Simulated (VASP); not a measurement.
Input of a VASP 6.6.1 run:

Contents of INCAR:

```
SYSTEM = AlN
ALGO = Normal
EDIFF = 1E-7
EDIFFG = -0.005
ENCUT = 600
GGA_COMPAT = .FALSE.
IBRION = 2
ISIF = 3
ISMEAR = 0
LASPH = .TRUE.
LCHARG = .FALSE.
LREAL = .FALSE.
LWAVE = .FALSE.
NELM = 120
NELMIN = 4
NSW = 100
PREC = Accurate
SIGMA = 0.02
```

The input KPOINTS:

```
k-points
0
G
  9 9 6
  0 0 0
```

POSCAR

```
AlN
1.0
    3.2736781446      0.0000000000      0.0000000000
   -1.6368390723      2.8350884371      0.0000000000
    0.0000000000      0.0000000000      4.1081446139
Al N
2 2
Direct
    0.3333333333      0.6666666667      0.7500000000
    0.6666666667      0.3333333333      0.2500000000
    0.3333333333      0.6666666667      0.2500000000
    0.6666666667      0.3333333333      0.7500000000
```

Potentials or basis: VASP PAW LDA potentials, release 64 (Al, N).

Launch:

```sh
$ cat potpaw_LDA.64/Al/POTCAR potpaw_LDA.64/N/POTCAR > POTCAR
$ mpirun -np 1 vasp_std > vasp.out
```

**Question.** Predict the relaxed cell.

**Answer.** a = 3.279 Å, b = 3.279 Å, c = 4.102 Å, α = 90.00°, β = 90.00°, γ = 120.00°.

**Question.** Estimate the relaxed volume.

**Answer.** 9.55 Å³/atom.

**Question.** Predict the band gap on the k mesh.

**Answer.** 3.61 eV, direct.

Step by step:
```
step  energy change (eV)  largest force (eV/Å)  pressure (GPa)  volume (Å³)
   1              0.0000                0.0000            0.50        38.13
   2             -0.0001                0.0000           -0.53        38.29
   3             -0.0002                0.0000           -0.13        38.23
   4             -0.0003                0.0000           -0.04        38.21
   5             -0.0003                0.0000            0.00        38.20
```

A k mesh can miss the band edges. LDA gaps usually lie below the measured ones, often by a third to a half.
